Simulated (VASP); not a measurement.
CaB2, 3 atoms in the cell. The structure is hexagonal, space group P6/mmm (No. 191). Conventional cell: a = 3.221 Å, b = 3.221 Å, c = 4.051 Å, α = 90.00°, β = 90.00°, γ = 120.00°. Ca (site symmetry 6/mmm) has 12 B at 2.75 Å and 6 Ca at 3.22 Å within 3.6 Å. B (site symmetry -6m2) has 3 B at 1.86 Å within 2.5 Å.  This cell differs from its parent crystal: volume scaled by 1.020.

```yaml
Program: VASP 6.6.1
Task: relaxation of shape and atoms at fixed volume
Functional: PBEsol
Potentials_or_basis: VASP PAW PBE potentials, release 64 (Ca_sv, B)
Cutoff: 600 eV
k_mesh: 12 × 12 × 8
Occupations: gaussian, width 0.05 eV
Spin: no spin polarisation
Dipole_correction: no
Further_INCAR_settings: ALGO = Normal; EDIFF = 1e-07; IBRION = 2; EDIFFG = -0.01; NSW = 60; ISIF = 4
```

Potentials or basis: VASP PAW PBE potentials, release 64 (Ca_sv, B).

Command:

```console
$ cat potpaw_PBE.64/Ca_sv/POTCAR potpaw_PBE.64/B/POTCAR > POTCAR
$ mpirun -np 1 vasp_std > vasp.out
```

Hardware: 1 thread of Intel Xeon 6975P-C, with other jobs on the host.

**Question.** Estimate the wall time of this run.

**Answer.** It took 73 s on 1 thread of Intel Xeon 6975P-C, with other jobs on the host, peak memory 0.21 GiB. Counts: scf iterations 20, k points 95, ion steps 2.
